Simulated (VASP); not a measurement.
# Pt (Fm-3m) in VASP: settings compared

The runs below take Pt through relaxation of cell and atoms, single point, with PBE, r2SCAN+U.

All numbers are computed with VASP 6.6.1; they aren't measurements. Logs are shortened: lines on timing, memory, paths and dates and some standing lists are left out, and cuts for length are marked.

## (1) The cell of the first run

The structure is cubic, space group Fm-3m (No. 225). Conventional cell: a = 3.943 Å, b = 3.943 Å, c = 3.943 Å, α = 90.00°, β = 90.00°, γ = 90.00°. Within 3.7 Å of Pt (site symmetry m-3m) lie 12 Pt at 2.79 Å.

## (2) Relaxation of cell and atoms, PBE

Input file INCAR:

```
  PREC = Accurate
  ENCUT = 600
  EDIFF = 1E-6
  ISMEAR = 0
  SIGMA = 0.1
  LREAL = False
  LASPH = True
  NELM = 60
  ALGO = Normal
  ISIF = 3
  LWAVE = False
  LCHARG = False
  GGA = PE
  IBRION = 2
  NSW = 100
  EDIFFG = -0.005
```

Input file KPOINTS:

```
regular mesh
0
Gamma
  18 18 18
```

Input file POSCAR:

```
Pt
1.0
    0.0000000000      1.9715751800      1.9715751800
    1.9715751800      0.0000000000      1.9715751800
    1.9715751800      1.9715751800      0.0000000000
Pt
1
Direct
    0.0000000000      0.0000000000      0.0000000000
```

Potentials or basis: VASP PAW PBE potentials, release 64 (Pt).

Started as:

```bash
> cat potpaw_PBE.64/Pt/POTCAR > POTCAR
> mpirun -np 1 vasp_std > vasp.out
```

OUTCAR:

```text
PREC = Accurate
   ENCUT = 600
   EDIFF = 1E-6
   ISMEAR = 0
   LREAL = False
   LASPH = True
   NELM = 60
   ISIF = 3
   GGA = PE
   IBRION = 2
   NSW = 100
   EDIFFG = -0.005

 ion  position               nearest neighbor table
   1  0.000  0.000  0.000-

  LATTYP: Found a face centered cubic cell.
 ALAT       =     3.9431503600

  Lattice vectors:

 A1 = (   0.0000000000,   1.9715751800,   1.9715751800)
 A2 = (   1.9715751800,   0.0000000000,   1.9715751800)
 A3 = (   1.9715751800,   1.9715751800,   0.0000000000)

Analysis of symmetry for initial positions (statically):
=====================================================================
 Subroutine PRICEL returns:
 Original cell was already a primitive cell.

 Routine SETGRP: Setting up the symmetry group for a
 face centered cubic supercell.

 Subroutine GETGRP returns: Found 48 space group operations
 (whereof 48 operations were pure point group operations)
 out of a pool of 48 trial point group operations.

The static configuration has the point symmetry O_h .

Analysis of symmetry for dynamics (positions and initial velocities):
=====================================================================
 Subroutine PRICEL returns:
 Original cell was already a primitive cell.

 Routine SETGRP: Setting up the symmetry group for a
 face centered cubic supercell.

 Subroutine GETGRP returns: Found 48 space group operations
 (whereof 48 operations were pure point group operations)
 out of a pool of 48 trial point group operations.

The dynamic configuration has the point symmetry O_h .

 Subroutine INISYM returns: Found 48 space group operations
 (whereof 48 operations are pure point group operations),
 and found     1 'primitive' translations

----------------------------------------------------------------------------------------

                                     Primitive cell

  volume of cell :      15.3275

  direct lattice vectors                    reciprocal lattice vectors
     0.000000000  1.971575180  1.971575180    -0.253604329  0.253604329  0.253604329
     1.971575180  0.000000000  1.971575180     0.253604329 -0.253604329  0.253604329
     1.971575180  1.971575180  0.000000000     0.253604329  0.253604329 -0.253604329

  length of vectors
     2.788228359  2.788228359  2.788228359     0.439255582  0.439255582  0.439255582

  position of ions in fractional coordinates (direct lattice)
     0.000000000  0.000000000  0.000000000

  ion indices of the primitive-cell ions
   primitive index   ion index
                 1           1

----------------------------------------------------------------------------------------

 KPOINTS: regular mesh

Automatic generation of k-mesh.
 Grid dimensions read from file:
 generate k-points for:   18   18   18

 Generating k-lattice:

  Cartesian coordinates                     Fractional coordinates (reciprocal lattice)
    -0.014089129  0.014089129  0.014089129     0.055555556  0.000000000  0.000000000
     0.014089129 -0.014089129  0.014089129     0.000000000  0.055555556  0.000000000
     0.014089129  0.014089129 -0.014089129     0.000000000  0.000000000  0.055555556

  Length of vectors
     0.024403088  0.024403088  0.024403088

  Shift w.r.t. Gamma in fractional coordinates (k-lattice)
     0.000000000  0.000000000  0.000000000

 Subroutine IBZKPT returns following result:
 ===========================================

 Found    195 irreducible k-points:

 Following reciprocal coordinates:
            Coordinates               Weight
  0.000000  0.000000  0.000000      1.000000
  0.055556  0.000000  0.000000      8.000000
  0.111111  0.000000  0.000000      8.000000
  0.166667  0.000000  0.000000      8.000000
  0.222222  0.000000  0.000000      8.000000
  0.277778  0.000000  0.000000      8.000000
[... 16 lines left out ...]
 -0.277778  0.055556  0.000000     24.000000
 -0.222222  0.055556  0.000000     24.000000
 [... further k-points ...]
   k-points           NKPTS =    195   k-points in BZ     NKDIM =    195   number of bands    NBANDS=      9
   number of dos      NEDOS =    301   number of ions     NIONS =      1
   total plane-waves  NPLWV =  13824
   dimension x,y,z NGX =    24 NGY =   24 NGZ =   24
   dimension x,y,z NGXF=    48 NGYF=   48 NGZF=   48
   ions per type =               1
   NGX,Y,Z   is equivalent  to a cutoff of  14.31, 14.31, 14.31 a.u.
   NGXF,Y,Z  is equivalent  to a cutoff of  28.62, 28.62, 28.62 a.u.
 SYSTEM =  unknown system
   PREC   = accura    normal or accurate (medium, high low for compatibility)
   ISTART =      0    job   : 0-new  1-cont  2-samecut
   ICHARG =      2    charge: 1-file 2-atom 10-const
   ISPIN  =      1    spin polarized calculation?
   LNONCOLLINEAR =      F non collinear calculations
   LSORBIT =      F    spin-orbit coupling
   LASPH  =      T    aspherical Exc in radial PAW
   ENCUT  =  600.0 eV  44.10 Ry    6.64 a.u.   5.57  5.57  5.57*2*pi/ulx,y,z
[... 51 lines left out ...]

------------------------ aborting loop because EDIFF is reached ----------------------------------------

  FORCE on cell =-STRESS in cart. coord.  units (eV):
  Direction    XX          YY          ZZ          XY          YZ          ZX
  --------------------------------------------------------------------------------------
  -------------------------------------------------------------------------------------
  Total        0.4718638      0.4718638      0.4718638     -0.0000000     -0.0000000      0.0000000
  in kB       49.3238782     49.3238782     49.3238782     -0.0000000     -0.0000000      0.0000000
  external PRESSURE =      49.3238782 kB  Pullay stress =       0.0000000 kB

 VOLUME and BASIS-vectors are now :
 -----------------------------------------------------------------------------
  energy-cutoff  :      600.00
  volume of cell :       15.33
      direct lattice vectors                 reciprocal lattice vectors
     0.000000000  1.971575180  1.971575180    -0.253604329  0.253604329  0.253604329
     1.971575180  0.000000000  1.971575180     0.253604329 -0.253604329  0.253604329
     1.971575180  1.971575180  0.000000000     0.253604329  0.253604329 -0.253604329

 POSITION                                       TOTAL-FORCE (eV/Angst)
 -----------------------------------------------------------------------------------
      0.00000      0.00000      0.00000         0.000000     -0.000000      0.000000
 -----------------------------------------------------------------------------------
    total drift:                               -0.000000      0.000000     -0.000000

  FREE ENERGIE OF THE ION-ELECTRON SYSTEM (eV)
  ---------------------------------------------------
  free  energy   TOTEN  =        -6.0958127975 eV

  energy  without entropy=       -6.0848778815  energy(sigma->0) =       -6.09034534

--------------------------------------- Ionic step        2  -------------------------------------------

 number of electron       9.9999999 magnetization

 E-fermi :   9.7230     XC(G=0): -12.9919

 val. band max:        9.7204513516   @ k =  -0.3333   0.3889   0.1111
 cond. band min:       9.7241295675   @ k =   0.3889   0.3333   0.0556
 fundamental gap:      0.0036782159
 Fermi energy:         9.7229983920

 k-point     1 :       0.0000    0.0000    0.0000
  band No.  band energies     occupation
      1       0.4187      2.00000
      2       6.4198      2.00000
      3       6.4198      2.00000
      4       6.4198      2.00000
      5       8.2948      2.00000
      6       8.2948      2.00000
      7      24.5598      0.00000
      8      29.0566      0.00000
      9      29.0566      0.00000

 k-point     2 :       0.0556    0.0000    0.0000
  band No.  band energies     occupation
      1       0.5335      2.00000
      2       6.3721      2.00000
      3       6.4638      2.00000
      4       6.4638      2.00000
      5       8.2714      2.00000
      6       8.2714      2.00000
      7      24.7267      0.00000
      8      28.3920      0.00000
      9      29.2213      0.00000
[... 321 lines left out ...]
 POSITION                                       TOTAL-FORCE (eV/Angst)
 -----------------------------------------------------------------------------------
      0.00000     -0.00000      0.00000         0.000000      0.000000     -0.000000
 -----------------------------------------------------------------------------------
    total drift:                               -0.000000     -0.000000     -0.000000

  FREE ENERGIE OF THE ION-ELECTRON SYSTEM (eV)
  ---------------------------------------------------
  free  energy   TOTEN  =        -6.1001586050 eV

  energy  without entropy=       -6.0889068981  energy(sigma->0) =       -6.09453275

--------------------------------------- Ionic step        4  -------------------------------------------

 number of electron      10.0000002 magnetization

 Free energy of the ion-electron system (eV)
  ---------------------------------------------------
  ext. energy  EPLUGINS =         0.00000000
  ---------------------------------------------------
  free energy    TOTEN  =        -6.10015995 eV

  energy without entropy =       -6.08891410  energy(sigma->0) =       -6.09453702

 E-fermi :  10.6057     XC(G=0): -13.2819

 val. band max:       10.6054605524   @ k =  -0.3333   0.3889   0.1111
 cond. band min:      10.6165900126   @ k =   0.4444   0.1111   0.0000
 fundamental gap:      0.0111294603
 Fermi energy:        10.6057422446

 k-point     1 :       0.0000    0.0000    0.0000
  band No.  band energies     occupation
      1       0.7767      2.00000
      2       7.0255      2.00000
      3       7.0255      2.00000
      4       7.0255      2.00000
      5       9.0592      2.00000
      6       9.0592      2.00000
      7      25.3375      0.00000
      8      30.1066      0.00000
      9      30.1066      0.00000

 k-point     2 :       0.0556    0.0000    0.0000
  band No.  band energies     occupation
      1       0.8970      2.00000
      2       6.9730      2.00000
      3       7.0729      2.00000
      4       7.0729      2.00000
      5       9.0332      2.00000
      6       9.0332      2.00000
      7      25.5205      0.00000
      8      29.4403      0.00000
      9      30.2869      0.00000
[... 286 lines left out ...]
 POSITION                                       TOTAL-FORCE (eV/Angst)
 -----------------------------------------------------------------------------------
      0.00000      0.00000      0.00000         0.000000      0.000000      0.000000
 -----------------------------------------------------------------------------------
    total drift:                               -0.000000      0.000000     -0.000000

  FREE ENERGIE OF THE ION-ELECTRON SYSTEM (eV)
  ---------------------------------------------------
  free  energy   TOTEN  =        -6.1001599454 eV

  energy  without entropy=       -6.0889141008  energy(sigma->0) =       -6.09453702

 reached required accuracy - stopping structural energy minimisation
```

Run time: 33 s. Hardware: 1 thread of Intel Xeon Platinum 8488C (Sapphire Rapids), shared host; peak memory 0.18 GiB.

What came out:

```yaml
Free_energy: -6.1002 eV
Relaxed_volume: 15.62 Å³/atom
Relaxed_cell: a = 2.806 Å, b = 2.806 Å, c = 2.806 Å, α = 60.00°, β = 60.00°, γ = 60.00°
Space_group_after_relaxing_to_0.1_Å: Fm-3m (No. 225)
Energy_gained_by_relaxing: 4.3 meV/atom
Ionic_steps: 4
Pressure_after_relaxing: 0.0 GPa
Band_gap_on_the_k_mesh: zero (bands 5 and 6 overlap by 2.10 eV)
```

Step by step:
```csv
step,energy change (eV),largest force (eV/Å),pressure (GPa),volume (Å³)
1,0.0000,0.0000,4.93,15.33
2,0.0230,0.0000,-10.64,16.40
3,-0.0043,0.0000,-0.07,15.62
4,-0.0043,0.0000,0.02,15.62
```

Final structure:
```xyz
1
Lattice="0.0000 1.9839 1.9839 1.9839 0.0000 1.9839 1.9839 1.9839 0.0000" Properties=species:S:1:pos:R:3 pbc="T T T"
Pt    0.0000    0.0000    0.0000
```

Caveat: spin-orbit coupling is left out, which moves the levels of the heavy elements.

## (3) Single point, r2SCAN+U

This run uses another cell than the first one, of 15.39 Å³/atom.

Input file POSCAR:

```
Pt
1.0
    0.0000000000      1.9743140408      1.9743140408
    1.9743140408      0.0000000000      1.9743140408
    1.9743140408      1.9743140408      0.0000000000
Pt
1
Direct
    0.0000000000      0.0000000000      0.0000000000
```

Input file INCAR.step1:

```
ALGO = Normal ; EDIFF = 1E-4
ENCUT = 520 ; GGA = PE
ISMEAR = -4 ; LASPH = True
LCHARG = False ; LDAU = True
LDAUJ = 0 ; LDAUL = 2
LDAUTYPE = 2 ; LDAUU = 3
LMAXMIX = 4 ; LREAL = False
LWAVE = True ; NBANDS = 11
NELM = 150 ; PREC = Accurate
SIGMA = 0.1
```

Input file INCAR.step2:

```
ALGO = Normal ; EDIFF = 1E-6
ENCUT = 520 ; ISIF = 2
ISMEAR = -4 ; ISTART = 1
LASPH = True ; LCHARG = False
LDAU = True ; LDAUJ = 0
LDAUL = 2 ; LDAUPRINT = 1
LDAUTYPE = 2 ; LDAUU = 3
LMAXMIX = 4 ; LMIXTAU = True
LREAL = False ; LWAVE = False
METAGGA = R2SCAN ; NBANDS = 11
NELM = 150 ; PREC = Accurate
SIGMA = 0.1
```

Input file KPOINTS:

```
k-points
0
Gamma
  18 18 18
```

Potentials or basis: VASP PAW PBE potentials, release 64 (Pt).

Started as:

```bash
> cat potpaw_PBE.64/Pt/POTCAR > POTCAR
> cp INCAR.step1 INCAR
> mpirun -np 1 vasp_std > vasp.out
> cp INCAR.step2 INCAR
> mpirun -np 1 vasp_std > vasp.out
```

It took 59 s on 1 thread of Intel Xeon Platinum 8488C (Sapphire Rapids), shared host; peak memory 0.17 GiB.

The run converged. Its results:

```
Free energy            : -49.2952 eV
Pressure               : -8.3 GPa
Band gap on the k mesh : zero (bands 5 and 6 overlap by 2.56 eV)
```

Levels at points of the mesh, in eV from the Fermi level:
| k point | band 3 | band 4 | band 5 | band 6 | band 7 | band 8 |
| --- | --- | --- | --- | --- | --- | --- |
| (0.00, 0.00, 0.00) | -3.74 | -3.74 | -1.92 | -1.92 | 16.38 | 21.39 |
| (0.50, 0.00, 0.00) | -3.99 | -0.01 | -0.01 | 0.68 | 6.49 | 16.00 |
| (0.50, 0.50, 0.00) | -0.27 | 0.57 | 0.57 | 2.89 | 9.61 | 12.81 |

Eigenvalues of the final occupation matrices:
```
    site  spin  trace               eigenvalues
site 1 d     1   4.17  0.80 0.80 0.80 0.89 0.89
site 1 d     2   4.17  0.80 0.80 0.80 0.89 0.89
```

Caveat: the cell stands under tension; the PAW data sets were made with another functional, which shifts forces and pressure a little; spin-orbit coupling is left out, which moves the levels of the heavy elements; U without spin polarisation on a metal has little footing; the U is typed as a test and isn't derived for this compound; tetrahedron occupations give inexact forces and stress in metals.

## (4) Relaxation of cell and atoms, r2SCAN+U

Input file POSCAR:

```
Pt
1.0
    0.0000000000      1.9715751800      1.9715751800
    1.9715751800      0.0000000000      1.9715751800
    1.9715751800      1.9715751800      0.0000000000
Pt
1
Direct
    0.0000000000      0.0000000000      0.0000000000
```

Input file INCAR.step1:

```
SYSTEM = Pt
ALGO     = Normal         ! electronic algorithm
EDIFF    = 1E-4           ! SCF threshold, eV
ENCUT    = 600            ! plane-wave cutoff, eV
GGA      = PE             ! functional
ISMEAR   = -4             ! smearing method
LASPH    = .TRUE.         ! aspherical terms in the spheres
LCHARG   = .FALSE.        ! write CHGCAR
LDAU     = .TRUE.         ! DFT+U
LDAUJ    = 0            
LDAUL    = 2              ! shell
LDAUTYPE = 2            
LDAUU    = 3              ! U, eV
LMAXMIX  = 4              ! l up to which the mixer works
LREAL    = .FALSE.        ! projectors in reciprocal space
LWAVE    = .TRUE.         ! write WAVECAR
NELM     = 150            ! most SCF steps
PREC     = Accurate       ! precision mode
SIGMA    = 0.1            ! smearing width, eV
```

Input file INCAR.step2:

```
SYSTEM = Pt
ALGO     = Normal         ! electronic algorithm
EDIFF    = 1E-6           ! SCF threshold, eV
EDIFFG   = -0.005         ! ionic threshold
ENCUT    = 600            ! plane-wave cutoff, eV
IBRION   = 2              ! ionic algorithm
ISIF     = 3              ! what is computed and relaxed
ISMEAR   = -4             ! smearing method
ISTART   = 1            
LASPH    = .TRUE.         ! aspherical terms in the spheres
LCHARG   = .FALSE.        ! write CHGCAR
LDAU     = .TRUE.         ! DFT+U
LDAUJ    = 0            
LDAUL    = 2              ! shell
LDAUPRINT= 1            
LDAUTYPE = 2            
LDAUU    = 3              ! U, eV
LMAXMIX  = 4              ! l up to which the mixer works
LMIXTAU  = .TRUE.       
LREAL    = .FALSE.        ! projectors in reciprocal space
LWAVE    = .FALSE.        ! write WAVECAR
METAGGA  = R2SCAN         ! meta-GGA
NELM     = 150            ! most SCF steps
NSW      = 100            ! ionic steps
PREC     = Accurate       ! precision mode
SIGMA    = 0.1            ! smearing width, eV
```

Input file KPOINTS:

```
k-points
0
G
  18 18 18
  0 0 0
```

Started as:

```bash
> cat potpaw_PBE.64/Pt/POTCAR > POTCAR
> cp INCAR.step1 INCAR
> mpirun -np 1 vasp_std > vasp.out
> cp INCAR.step2 INCAR
> mpirun -np 1 vasp_std > vasp.out
```

Wall time 3.8 min (1 thread of Intel Xeon Platinum 8488C (Sapphire Rapids), shared host); peak memory 0.18 GiB.

It converged, with:

```
Free energy                           : -49.3082 eV
Relaxed volume                        : 14.89 Å³/atom
Relaxed cell                          : a = 2.761 Å, b = 2.761 Å, c = 2.761 Å, α = 60.00°, β = 60.00°, γ = 60.00°
Space group after relaxing (to 0.1 Å) : Fm-3m (No. 225)
Energy gained by relaxing             : 10.3 meV/atom
Ionic steps                           : 6
Pressure after relaxing               : 0.0 GPa
Band gap on the k mesh                : zero (bands 5 and 6 overlap by 2.69 eV)
```

The path:
```tsv
step	energy change (eV)	largest force (eV/Å)	pressure (GPa)	volume (Å³)
1	0.0000	0.0000	-7.23	15.33
2	0.0607	0.0000	23.76	13.84
3	-0.0103	0.0000	-0.14	14.90
4	-0.0103	0.0000	0.10	14.89
5	-0.0103	0.0000	-0.31	14.90
6	-0.0103	0.0000	-0.03	14.89
```

Final structure:
```cif
data_structure
_symmetry_space_group_name_H-M 'P 1'
_symmetry_Int_Tables_number 1
_cell_length_a 2.7614
_cell_length_b 2.7614
_cell_length_c 2.7614
_cell_angle_alpha 60.000
_cell_angle_beta 60.000
_cell_angle_gamma 60.000
_cell_volume 14.89
loop_
_atom_site_label
_atom_site_type_symbol
_atom_site_fract_x
_atom_site_fract_y
_atom_site_fract_z
_atom_site_occupancy
Pt1 Pt 0.00000 0.00000 0.00000 1
```

Levels at points of the mesh, in eV from the Fermi level:
```
           k point  band 1  band 2  band 3  band 4  band 5  band 6  band 7  band 8  band 9
(0.00, 0.00, 0.00)   -9.73   -3.96   -3.96   -3.96   -2.00   -2.00   16.31   21.52   21.52
(0.50, 0.00, 0.00)   -7.43   -4.21   -4.21   -0.01   -0.01    0.56    6.76   15.94   20.91
(0.50, 0.50, 0.00)   -7.51   -6.96   -0.26    0.60    0.60    2.84    9.98   12.94   12.94
```

Eigenvalues of the final occupation matrices:
```tsv
site	spin	trace	eigenvalues
site 1 d	1	4.18	0.80 0.80 0.80 0.89 0.89
site 1 d	2	4.18	0.80 0.80 0.80 0.89 0.89
```

Caveat: the PAW data sets were made with another functional, which shifts forces and pressure a little; spin-orbit coupling is left out, which moves the levels of the heavy elements; U without spin polarisation on a metal has little footing; the U is typed as a test and isn't derived for this compound; tetrahedron occupations give inexact forces and stress in metals.

## (5) Overview

```tsv
task	level	U	cell	cutoff (eV)	smearing	gap on the mesh (eV)	pressure (GPa)	relaxed volume (Å³/atom)
relaxation of cell and atoms	PBE	-	relaxed from a = 2.788 Å, angles 60.0°, 1 atom	600	gaussian 0.1 eV	none	0.0	15.62
single point	r2SCAN+U	Pt d U = 3.0 eV	a = 2.792 Å, angles 60.0°, 1 atom	520	tetrahedron	none	-8.3	-
relaxation of cell and atoms	r2SCAN+U	Pt d U = 3.0 eV	relaxed from a = 2.788 Å, angles 60.0°, 1 atom	600	tetrahedron	none	0.0	14.89
```

Alike in all rows: potentials or basis VASP PAW PBE potentials, release 64 (Pt); no spin polarisation; k mesh 18 × 18 × 18.

Caveats: spin-orbit coupling is left out, which moves the levels of the heavy elements; the PAW data sets were made with another functional, which shifts forces and pressure a little (at least some runs); U without spin polarisation on a metal has little footing (at least some runs); the U is typed as a test and isn't derived for this compound (at least some runs); tetrahedron occupations give inexact forces and stress in metals (at least some runs); the cell stands under tension (at least some runs).

Absolute energies hang on the potentials; compare differences alone.
